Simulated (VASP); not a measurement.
# SnSe (I4/mmm) in VASP: notebook

SnSe is run at these levels: LDA; tasks: single point.

All numbers are computed with VASP 6.6.1; they aren't measurements. Logs are shortened: lines on timing, memory, paths and dates and some standing lists are left out, and cuts for length are marked.

## 1. The cell of the first run

Symmetry: I4/mmm, No. 139, tetragonal system. The conventional cell has a = 4.167 Å, b = 4.167 Å, c = 5.304 Å, α = 90.00°, β = 90.00°, γ = 90.00°. Within 3.5 Å of Sn (site symmetry 4/mmm) lie 6 Se at 2.65 to 2.95 Å. Se (site symmetry 4/mmm) has 6 Sn at 2.65 to 2.95 Å within 3.5 Å.

## 2. Single point, LDA (strain -0.1000 x Voigt [1, 0, 0, 0, 0, 0])

INCAR

```
SYSTEM = SnSe
PREC     = Accurate       ! precision mode
ENCUT    = 520            ! plane-wave cutoff, eV
EDIFF    = 1E-6           ! SCF threshold, eV
ISMEAR   = 0              ! smearing method
SIGMA    = 0.05           ! smearing width, eV
LREAL    = .FALSE.        ! projectors in reciprocal space
LASPH    = .TRUE.         ! aspherical terms in the spheres
NELM     = 80             ! most SCF steps
ALGO     = Normal         ! electronic algorithm
ISIF     = 2              ! what is computed and relaxed
LWAVE    = .FALSE.        ! write WAVECAR
LCHARG   = .TRUE.         ! write CHGCAR
GGA      = CA             ! functional
LELF     = .TRUE.         ! ELF
LVHAR    = .TRUE.       
NBANDS   = 17             ! bands
```

KPOINTS

```
regular mesh
0
G
  8 8 8
  0 0 0
```

POSCAR

```
SnSe
1.0
    0.0000000000      2.9466477701      2.9466477701
    2.6519829931      0.0000000000      2.9466477701
    2.6519829931      2.9466477701      0.0000000000
Sn Se
1 1
Direct
    0.0000000000      0.0000000000      0.0000000000
    0.5000000000      0.5000000000      0.5000000000
```

Potentials or basis: VASP PAW LDA potentials, release 64 (Sn_d, Se).

Launch:

```console
> cat potpaw_LDA.64/Sn_d/POTCAR potpaw_LDA.64/Se/POTCAR > POTCAR
> mpirun -np 1 vasp_std > vasp.out
```

OUTCAR:

```text
SYSTEM = SnSe
   PREC = Accurate
   ENCUT = 520
   EDIFF = 1E-6
   ISMEAR = 0
   LREAL = .FALSE.
   LASPH = .TRUE.
   NELM = 80
   ISIF = 2
   GGA = CA

 ion  position               nearest neighbor table
   1  0.000  0.000  0.000-   2 2.65   2 2.65   2 2.95   2 2.95   2 2.95   2 2.95
   2  0.500  0.500  0.500-   1 2.65   1 2.65   1 2.95   1 2.95   1 2.95   1 2.95

  LATTYP: Found a body centered tetragonal cell.
 ALAT       =     4.1671892400
 C/A-ratio  =     1.2727922061

  Lattice vectors:

 A1 = (  -2.6519829931,   0.0000000000,  -2.9466477701)
 A2 = (  -2.6519829931,   0.0000000000,   2.9466477701)
 A3 = (   2.6519829931,   2.9466477701,   0.0000000000)

Analysis of symmetry for initial positions (statically):
=====================================================================
 Subroutine PRICEL returns:
 Original cell was already a primitive cell.

 Routine SETGRP: Setting up the symmetry group for a
 body centered tetragonal supercell.

 Subroutine GETGRP returns: Found 16 space group operations
 (whereof 16 operations were pure point group operations)
 out of a pool of 16 trial point group operations.

The static configuration has the point symmetry D_4h.

Analysis of symmetry for dynamics (positions and initial velocities):
=====================================================================
 Subroutine PRICEL returns:
 Original cell was already a primitive cell.

 Routine SETGRP: Setting up the symmetry group for a
 body centered tetragonal supercell.

 Subroutine GETGRP returns: Found 16 space group operations
 (whereof 16 operations were pure point group operations)
 out of a pool of 16 trial point group operations.

The dynamic configuration has the point symmetry D_4h.

 Subroutine INISYM returns: Found 16 space group operations
 (whereof 16 operations are pure point group operations),
 and found     1 'primitive' translations

----------------------------------------------------------------------------------------

                                     Primitive cell

  volume of cell :      46.0529

  direct lattice vectors                    reciprocal lattice vectors
     0.000000000  2.946647770  2.946647770    -0.188538162  0.169684346  0.169684346
     2.651982993  0.000000000  2.946647770     0.188538162 -0.169684346  0.169684346
     2.651982993  2.946647770  0.000000000     0.188538162  0.169684346 -0.169684346

  length of vectors
     4.167189240  3.964309130  3.964309130     0.305175676  0.305175676  0.305175676

  position of ions in fractional coordinates (direct lattice)
     0.000000000  0.000000000  0.000000000
     0.500000000  0.500000000  0.500000000

  ion indices of the primitive-cell ions
   primitive index   ion index
                 1           1
                 2           2

----------------------------------------------------------------------------------------

 KPOINTS: regular mesh

Automatic generation of k-mesh.
 Grid dimensions read from file:
 generate k-points for:    8    8    8

 Generating k-lattice:

  Cartesian coordinates                     Fractional coordinates (reciprocal lattice)
    -0.023567270  0.021210543  0.021210543     0.125000000 -0.000000000 -0.000000000
     0.023567270 -0.021210543  0.021210543     0.000000000  0.125000000  0.000000000
     0.023567270  0.021210543 -0.021210543     0.000000000  0.000000000  0.125000000

  Length of vectors
     0.038146960  0.038146960  0.038146960

  Shift w.r.t. Gamma in fractional coordinates (k-lattice)
     0.000000000  0.000000000  0.000000000

 Subroutine IBZKPT returns following result:
 ===========================================

 Found     59 irreducible k-points:

 Following reciprocal coordinates:
            Coordinates               Weight
  0.000000  0.000000  0.000000      1.000000
  0.125000  0.000000  0.000000      8.000000
  0.250000  0.000000  0.000000      8.000000
  0.375000  0.000000  0.000000      8.000000
  0.500000  0.000000  0.000000      4.000000
  0.125000  0.125000  0.000000      4.000000
[... 16 lines left out ...]
  0.250000  0.125000  0.125000      4.000000
  0.375000  0.125000  0.125000      8.000000
 [... further k-points ...]
   k-points           NKPTS =     59   k-points in BZ     NKDIM =     59   number of bands    NBANDS=     17
   number of dos      NEDOS =    301   number of ions     NIONS =      2
   total plane-waves  NPLWV =  28800
   dimension x,y,z NGX =    32 NGY =   30 NGZ =   30
   dimension x,y,z NGXF=    64 NGYF=   60 NGZF=   60
   ions per type =               1   1
   NGX,Y,Z   is equivalent  to a cutoff of  12.77, 12.58, 12.58 a.u.
   NGXF,Y,Z  is equivalent  to a cutoff of  25.53, 25.16, 25.16 a.u.
 SYSTEM =  SnSe
   PREC   = accura    normal or accurate (medium, high low for compatibility)
   ISTART =      0    job   : 0-new  1-cont  2-samecut
   ICHARG =      2    charge: 1-file 2-atom 10-const
   ISPIN  =      1    spin polarized calculation?
   LNONCOLLINEAR =      F non collinear calculations
   LSORBIT =      F    spin-orbit coupling
   LASPH  =      T    aspherical Exc in radial PAW
   ENCUT  =  520.0 eV  38.22 Ry    6.18 a.u.   7.75  7.37  7.37*2*pi/ulx,y,z
   NELM   =     80;   NELMIN=  2; NELMDL= -5     # of ELM steps
   EDIFF  = 0.1E-05   stopping-criterion for ELM
   LREAL  =      F    real-space projection
   EDIFFG = 0.1E-04   stopping-criterion for IOM
   NSW    =      0    number of steps for IOM
   IBRION =     -1    ionic relax: 0-MD 1-quasi-New 2-CG
   NFREE  =      0    steps in history (QN), initial steepest desc. (CG)
   ISIF   =      2    stress and relaxation
   ISYM   =      2    0-nonsym 1-usesym 2-fastsym
   POTIM  = 0.5000    time-step for ionic-motion
   TEBEG  =    0.0;   TEEND  =   0.0 temperature during run
   PSTRESS=    0.0 pullay stress
   NELECT =      20.0000    total number of electrons
   NUPDOWN=      -1.0000    fix difference up-down
   EMIN   =  10.00;   EMAX   =-10.00  energy-range for DOS
   EFERMI =   0.00;   METHOD = LEGACY
   ISMEAR =     0;   SIGMA  =   0.05  broadening in eV -4-tet -1-fermi 0-gaus
   EFERMI_NEDOS =   21; number of points for ismear=-14 and -15
   IALGO  =     38    algorithm
   IMIX   =      4    mixing-type and parameters
     AMIX     =   0.40;   BMIX     =  1.00
     AMIX_MAG =   1.60;   BMIX_MAG =  1.00
  volume/ion in A,a.u.               =      23.03       155.39
  Fermi-wavevector in a.u.,A,eV,Ry     =   1.239745  2.342779 20.911721  1.536968
  Thomas-Fermi vector in A             =   2.374215
   LORBIT       =      0    0 simple, 1 ext, 2 COOP (PROOUT), +10 PAW based schemes
   GGA     = CA    functional components
   LHFCALC =     F    Hartree Fock is set to
   AEXX    =    0.0000 exact exchange contribution
   IVDW    =     0    specifies the selected vdW correction
   LEPSILON=     F    determine dielectric tensor
   LRPA    =     F    only Hartree local field effects (RPA)
 non-spin polarized calculation
 Gauss-broadening in eV      SIGMA  =   0.05
  energy-cutoff  :      520.00
  volume of cell :       46.05
 maximum number of plane-waves:      1257
   NGX = 15   NGY = 15   NGZ = 15

 number of electron      20.0000002 magnetization

 Free energy of the ion-electron system (eV)
  ---------------------------------------------------
  ext. energy  EPLUGINS =         0.00000000
  ---------------------------------------------------
  free energy    TOTEN  =        -9.13534647 eV

  energy without entropy =       -9.13534634  energy(sigma->0) =       -9.13534641

 E-fermi :   7.9148     XC(G=0): -10.6407

 val. band max:        7.7605422939   @ k =  -0.2500   0.1250   0.0000
 cond. band min:       8.0636178071   @ k =   0.3750   0.1250   0.1250
 fundamental gap:      0.3030755132
 Fermi energy:         7.9148033875

 k-point     1 :       0.0000    0.0000    0.0000
  band No.  band energies     occupation
      1     -14.0937      2.00000
      2     -14.0774      2.00000
      3     -14.0638      2.00000
      4     -14.0638      2.00000
      5     -14.0590      2.00000
      6      -7.7232      2.00000
[... 9 lines left out ...]
     16      14.6175      0.00000
     17      15.0285      0.00000

 k-point     2 :       0.1250    0.0000    0.0000
  band No.  band energies     occupation
      1     -14.0960      2.00000
      2     -14.0781      2.00000
      3     -14.0620      2.00000
      4     -14.0600      2.00000
      5     -14.0579      2.00000
      6      -7.5772      2.00000
[... 9 lines left out ...]
     16      13.9704      0.00000
     17      16.1685      0.00000

 k-point     3 :       0.2500    0.0000    0.0000
  band No.  band energies     occupation
      1     -14.1021      2.00000
      2     -14.0821      2.00000
      3     -14.0609      2.00000
      4     -14.0518      2.00000
      5     -14.0484      2.00000
      6      -7.1732      2.00000
[... 9 lines left out ...]
     16      14.7741      0.00000
     17      18.5264      0.00000

 k-point     4 :       0.3750    0.0000    0.0000
  band No.  band energies     occupation
      1     -14.1086      2.00000
      2     -14.0870      2.00000
      3     -14.0610      2.00000
      4     -14.0444      2.00000
      5     -14.0359      2.00000
      6      -6.6552      2.00000
[... 9 lines left out ...]
     16      16.5883      0.00000
     17      19.4946      0.00000
[... 343 lines left out ...]
      1     -14.0973      2.00000
      2     -14.0739      2.00000
      3     -14.0618      2.00000
      4     -14.0580      2.00000
      5     -14.0580      2.00000
      6      -7.4985      2.00000
[... 9 lines left out ...]
     16      14.5713      0.00000
     17      15.2943      0.00000

 k-point    23 :       0.2500    0.1250    0.1250
  band No.  band energies     occupation
      1     -14.1022      2.00000
      2     -14.0798      2.00000
      3     -14.0604      2.00000
      4     -14.0571      2.00000
      5     -14.0544      2.00000
      6      -7.3670      2.00000
[... 9 lines left out ...]
     16      15.4456      0.00000
     17      18.1225      0.00000

 k-point    24 :       0.3750    0.1250    0.1250
  band No.  band energies     occupation
      1     -14.1123      2.00000
      2     -14.0818      2.00000
      3     -14.0573      2.00000
      4     -14.0501      2.00000
      5     -14.0473      2.00000
      6      -6.9257      2.00000
[... 9 lines left out ...]
     16      16.9365      0.00000
     17      19.0016      0.00000

 [... further k-points ...]
[... 5 lines left out ...]
  --------------------------------------------------------------------------------------
  -------------------------------------------------------------------------------------
  Total        7.8257568      0.5048169      0.5048169      0.0000000      0.0000000     -0.0000000
  in kB      272.2574356     17.5625374     17.5625374      0.0000000      0.0000000     -0.0000000
  external PRESSURE =     102.4608368 kB  Pullay stress =       0.0000000 kB

 VOLUME and BASIS-vectors are now :
 -----------------------------------------------------------------------------
  energy-cutoff  :      520.00
  volume of cell :       46.05
      direct lattice vectors                 reciprocal lattice vectors
     0.000000000  2.946647770  2.946647770    -0.188538162  0.169684346  0.169684346
     2.651982993  0.000000000  2.946647770     0.188538162 -0.169684346  0.169684346
     2.651982993  2.946647770  0.000000000     0.188538162  0.169684346 -0.169684346

 POSITION                                       TOTAL-FORCE (eV/Angst)
 -----------------------------------------------------------------------------------
      0.00000      0.00000      0.00000        -0.000000      0.000000     -0.000000
      2.65198      2.94665      2.94665         0.000000     -0.000000      0.000000
 -----------------------------------------------------------------------------------
    total drift:                                0.000000     -0.000000     -0.000000

  FREE ENERGIE OF THE ION-ELECTRON SYSTEM (eV)
  ---------------------------------------------------
  free  energy   TOTEN  =        -9.1353464709 eV

  energy  without entropy=       -9.1353463434  energy(sigma->0) =       -9.13534641
```

Wall time 14 s (1 thread of Intel Xeon 6975P-C (Granite Rapids), shared host); peak memory 0.18 GiB.

What came out:

* Free energy: -9.1353 eV
* Pressure: 10.2 GPa
* Band gap on the k mesh: 0.30 eV, indirect (least direct gap 0.54 eV)

Caveat: the cell differs from its parent crystal (strain -0.1000 x Voigt [1, 0, 0, 0, 0, 0]); spin-orbit coupling is left out, which moves the levels of the heavy elements. A k mesh can miss the band edges.

## 3. Single point, LDA (strain -0.0750 x Voigt [1, 0, 0, 0, 0, 0])

INCAR

```
SYSTEM = SnSe
  ALGO = Normal
  EDIFF = 1E-6
  ENCUT = 520
  GGA = CA
  ISIF = 2
  ISMEAR = 0
  LASPH = .True.
  LCHARG = .False.
  LREAL = .False.
  LWAVE = .False.
  NBANDS = 17
  NELM = 100
  PREC = Accurate
  SIGMA = 0.05
```

KPOINTS

```
k-points
0
Gamma
  8 8 8
  0 0 0
```

POSCAR

```
SnSe
1.0
    0.0000000000      2.9466477701      2.9466477701
    2.7256491873      0.0000000000      2.9466477701
    2.7256491873      2.9466477701      0.0000000000
Sn Se
1 1
Direct
    0.0000000000      0.0000000000      0.0000000000
    0.5000000000      0.5000000000      0.5000000000
```

Potentials or basis: VASP PAW LDA potentials, release 64 (Sn_d, Se).

Launch:

```console
> cat potpaw_LDA.64/Sn_d/POTCAR potpaw_LDA.64/Se/POTCAR > POTCAR
> mpirun -np 1 vasp_std > vasp.out
```

Run time: 13 s. Hardware: 1 thread of Intel Xeon 6975P-C (Granite Rapids), shared host; peak memory 0.18 GiB.

Results (log left out):

* Free energy: -9.3160 eV
* Pressure: 6.9 GPa
* Band gap on the k mesh: 0.44 eV, indirect (least direct gap 0.60 eV)

Stress tensor (GPa, compression positive):
```
18.23  0.00  0.00
 0.00  1.18  0.00
 0.00  0.00  1.18
```

Levels at points of the mesh, in eV from the valence-band top:
```csv
k point,band 8,band 9,band 10,band 11,band 12,band 13
"(0.00, 0.00, 0.00)",-3.37,-2.49,-2.49,3.91,3.91,5.37
"(0.50, 0.00, 0.00)",-2.57,-2.41,-0.44,0.65,1.08,1.31
"(0.50, 0.50, 0.00)",-6.13,-4.92,-3.94,2.46,4.98,6.32
"(0.00, 0.50, 0.50)",-6.55,-4.67,-4.67,2.13,5.67,5.67
```

Caveat: the cell differs from its parent crystal (strain -0.0750 x Voigt [1, 0, 0, 0, 0, 0]); spin-orbit coupling is left out, which moves the levels of the heavy elements. A k mesh can miss the band edges.

## 4. Single point, LDA (strain -0.0500 x Voigt [1, 0, 0, 0, 0, 0])

INCAR

```
SYSTEM = SnSe
  PREC = Accurate
  ENCUT = 520
  EDIFF = 1E-7
  ISMEAR = 0
  SIGMA = 0.05
  LREAL = .FALSE.
  LASPH = .TRUE.
  NELM = 100
  ALGO = Normal
  ISIF = 2
  LWAVE = .FALSE.
  LCHARG = .FALSE.
  GGA = CA
  NBANDS = 17
```

KPOINTS

```
Automatic mesh
0
G
  8 8 8
  0 0 0
```

POSCAR

```
SnSe
1.0
    0.0000000000      2.9466477701      2.9466477701
    2.7993153816      0.0000000000      2.9466477701
    2.7993153816      2.9466477701      0.0000000000
Sn Se
1 1
Direct
    0.0000000000      0.0000000000      0.0000000000
    0.5000000000      0.5000000000      0.5000000000
```

Launch:

```console
> cat potpaw_LDA.64/Sn_d/POTCAR potpaw_LDA.64/Se/POTCAR > POTCAR
> mpirun -np 1 vasp_std > vasp.out
```

Wall time 14 s (1 thread of Intel Xeon 6975P-C (Granite Rapids), shared host); peak memory 0.18 GiB.

The run converged. Its results:

```
Free energy            : -9.4306 eV
Pressure               : 4.0 GPa
Band gap on the k mesh : 0.60 eV, indirect (least direct gap 0.73 eV)
```

Stress tensor (GPa, compression positive):
```
10.66  0.00  0.00
 0.00  0.73  0.00
 0.00  0.00  0.73
```

Levels at points of the mesh, in eV from the valence-band top:
| k point | band 6 | band 7 | band 8 | band 9 | band 10 | band 11 | band 12 | band 13 | band 14 | band 15 |
| --- | --- | --- | --- | --- | --- | --- | --- | --- | --- | --- |
| (0.00, 0.00, 0.00) | -14.78 | -4.81 | -2.95 | -2.39 | -2.39 | 4.16 | 4.16 | 5.56 | 5.56 | 5.58 |
| (0.50, 0.00, 0.00) | -13.57 | -8.82 | -2.34 | -2.23 | -0.27 | 0.88 | 0.99 | 1.26 | 8.42 | 10.01 |
| (0.50, 0.50, 0.00) | -13.24 | -6.34 | -6.09 | -4.52 | -3.89 | 2.61 | 5.26 | 6.36 | 6.70 | 10.61 |
| (0.00, 0.50, 0.50) | -13.00 | -6.44 | -6.36 | -4.35 | -4.35 | 2.41 | 5.70 | 5.70 | 7.05 | 10.83 |

Caveat: the cell differs from its parent crystal (strain -0.0500 x Voigt [1, 0, 0, 0, 0, 0]); spin-orbit coupling is left out, which moves the levels of the heavy elements.

## 5. Summary

```tsv
cell	gap on the mesh (eV)	pressure (GPa)
a = 4.167, b = 3.964, c = 3.964 Å, angles 63.4, 58.3, 58.3°, 2 atoms	0.30	10.2
a = 4.167, b = 4.014, c = 4.014 Å, angles 62.5, 58.7, 58.7°, 2 atoms	0.44	6.9
a = 4.167, b = 4.064, c = 4.064 Å, angles 61.7, 59.2, 59.2°, 2 atoms	0.60	4.0
```

Alike in all rows: task single point; level LDA; potentials or basis VASP PAW LDA potentials, release 64 (Sn_d, Se); no spin polarisation; k mesh 8 × 8 × 8; cutoff (eV) 520; smearing gaussian 0.05 eV.

Caveats: spin-orbit coupling is left out, which moves the levels of the heavy elements.

Total energies depend on the potentials used, so only differences within one code and one set of settings carry meaning.
